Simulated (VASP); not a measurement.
## La3BN4: single point with PBE

The system is La3BN4.

```xyz
8
Lattice="3.9375 0.0000 0.0000 -1.9687 3.4100 0.0000 0.0000 0.0000 11.4257" Properties=species:S:1:pos:R:3 pbc="T T T"
B     0.0000    2.2733    0.3212
La    0.0000    2.2733    5.6109
La    1.9687    1.1367    2.3199
La    1.9687    1.1367    8.8806
N     0.0000    2.2733    1.6819
N     0.0000    2.2733    7.9999
N     1.9687    1.1367    4.7835
N     1.9687    1.1367   11.2484
```

```json
{"Program": "VASP 6.6.1", "Task": "single point", "Functional": "PBE", "Potentials or basis": "VASP PAW PBE potentials, release 64 (B, La, N)", "Cutoff": "600 eV", "k mesh": "12 × 12 × 2", "Occupations": "fermi-dirac, width 0.02 eV", "Spin": "non-collinear spin, zero start, spin-orbit coupling", "Starting moments": "[[0.0, 0.0, 0.0], [0.0, 0.0, 0.0], [0.0, 0.0, 0.0], [0.0, 0.0, 0.0], [0.0, 0.0, 0.0], [0.0, 0.0, 0.0], [0.0, 0.0, 0.0], [0.0, 0.0, 0.0]] μB", "Dipole correction": "no", "Further INCAR settings": "ALGO = Normal; EDIFF = 1e-06; NBANDS = 74"}
```

| Item | Value |
| --- | --- |
| Pressure | 0.3 GPa |
| Largest force | 0.436 eV/Å |
| Net moment | 0.00 μB per cell |
| Valence electrons inside the program's atomic spheres | B 1.69; La 8.72, 8.77, 8.69; N 3.88, 3.63, 3.49 (each value once) |

Forces in eV/Å, atoms in the order of the input:
```
B    0.000  0.000 -0.372
La   0.000  0.000  0.018
La   0.000  0.000 -0.136
La   0.000  0.000  0.097
N    0.000  0.000  0.436
N    0.000  0.000 -0.021
N    0.000  0.000  0.023
N    0.000  0.000 -0.045
```

Moments on the atoms (μB; x, y, z):
```
B   0.00 0.00 0.00
La  0.00 0.00 0.00
La  0.00 0.00 0.00
La  0.00 0.00 0.00
N   0.00 0.00 0.00
N   0.00 0.00 0.00
N   0.00 0.00 0.00
N   0.00 0.00 0.00
```

Run time: 24 min on 4 MPI ranks on Intel(R) Xeon(R) Platinum 8259CL CPU @ 2.50GHz (Skylake/Cascade Lake), with other jobs on the host, peak memory 1.6 GiB a rank.
